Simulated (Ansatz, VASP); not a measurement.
**Two plane-wave programs on GeCl2**

```xyz
6
Lattice="0.0000 5.8162 5.8162 5.8162 0.0000 5.8162 5.8162 5.8162 0.0000" Properties=species:S:1:pos:R:3 pbc="T T T"
Ge    2.9081    2.9081    2.9081
Ge    0.0000    0.0000    0.0000
Cl    1.4541    1.4541    1.4541
Cl    4.3622    4.3622    1.4541
Cl    4.3622    1.4541    4.3622
Cl    1.4541    4.3622    4.3622
```

Alike in both runs: functional PBE; k mesh 6 × 6 × 6; occupations gaussian, width 0.02 eV; no spin polarisation.

Ansatz relaxed the structure, and its values are those at the end. VASP's run is a single point on that final structure, the one shown.

|  | VASP | Ansatz |
| --- | --- | --- |
| version | VASP 6.6.1 | Ansatz 0.2.0 |
| potentials or method | VASP PAW PBE potentials, release 64 (Ge_d, Cl), cutoff 520 eV | scalar-relativistic, plane waves, PAW |
| valence electrons in the cell | 56 | 56 |

|  | VASP | Ansatz | Ansatz less VASP |
| --- | --- | --- | --- |
| gap on the k mesh at the Fermi level (eV) | 0.62 | 0.62 | -0.003 |
| least direct gap on the mesh (eV) | 0.62 | 0.62 | -0.003 |
| pressure (GPa) | 0.0 | 0.0 | +0.02 |

With one functional, cell and mesh, what is left measures potentials, basis and numerics. Ansatz's warnings: xc potential rough in thin density.
